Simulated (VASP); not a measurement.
Set up this calculation in VASP 6.6.1, as the native input.

```yaml
Task: single point
Functional: r2SCAN
Potentials_or_basis: VASP PAW PBE potentials, release 64 (Pt_sv_GW)
Cutoff: 630 eV
k_mesh: 12 × 12 × 6
Occupations: fermi-dirac, width 0.1 eV
Spin: no spin polarisation
Dipole_correction: no
Further_INCAR_settings: ALGO = Normal; EDIFF = 1e-06; NBANDS = 25
```

The system is Pt.

```
Pt
1.0
     2.76984    0.00000    0.00000
    -1.38492    2.39875    0.00000
     0.00000    0.00000    4.80805
Pt
2
Direct
  0.66667 0.33333 0.75000
  0.33333 0.66667 0.25000
```

This isn't the form of Pt at room conditions, which is fcc.

One way to write it, as run:

POSCAR

```
Pt
1.0
    2.7698377152      0.0000000000      0.0000000000
   -1.3849188576      2.3987499387      0.0000000000
    0.0000000000      0.0000000000      4.8080548279
Pt
2
Direct
    0.6666666667      0.3333333333      0.7500000000
    0.3333333333      0.6666666667      0.2500000000
```

INCAR.step1

```
SYSTEM = Pt
PREC = Accurate
ENCUT = 630
ISMEAR = -1
SIGMA = 0.1
LREAL = .FALSE.
LASPH = .TRUE.
NELM = 120
NBANDS = 25
GGA = PE
ALGO = Normal
EDIFF = 1E-5
LWAVE = .TRUE.
LCHARG = .FALSE.
GGA_COMPAT = .FALSE.
```

INCAR.step2

```
SYSTEM = Pt
PREC = Accurate
ENCUT = 630
EDIFF = 1E-6
ISMEAR = -1
SIGMA = 0.1
LREAL = .FALSE.
LASPH = .TRUE.
NELM = 120
ALGO = Normal
ISIF = 2
LWAVE = .FALSE.
LCHARG = .FALSE.
METAGGA = R2SCAN
LMIXTAU = .TRUE.
NBANDS = 25
ISTART = 1
GGA_COMPAT = .FALSE.
```

KPOINTS

```
Automatic mesh
0
G
  12 12 6
  0 0 0
```

Potentials or basis: VASP PAW PBE potentials, release 64 (Pt_sv_GW).

The run is started by

```console
$ cat potpaw_PBE.64/Pt_sv_GW/POTCAR > POTCAR
$ cp INCAR.step1 INCAR
$ mpirun -np 1 vasp_std > vasp.out
$ cp INCAR.step2 INCAR
$ mpirun -np 1 vasp_std > vasp.out
```

It gave:

```
Pressure               : -9.0 GPa
Band gap on the k mesh : zero (bands 18 and 19 overlap by 1.37 eV)
```

Caveat: the cell stands under tension; the PAW data sets were made with another functional, which shifts forces and pressure a little; spin-orbit coupling is left out, which moves the levels of the heavy elements.

It took 2 min on 1 thread of Intel(R) Xeon(R) Platinum 8488C (Sapphire Rapids) (shared host), peak memory 0.22 GiB.
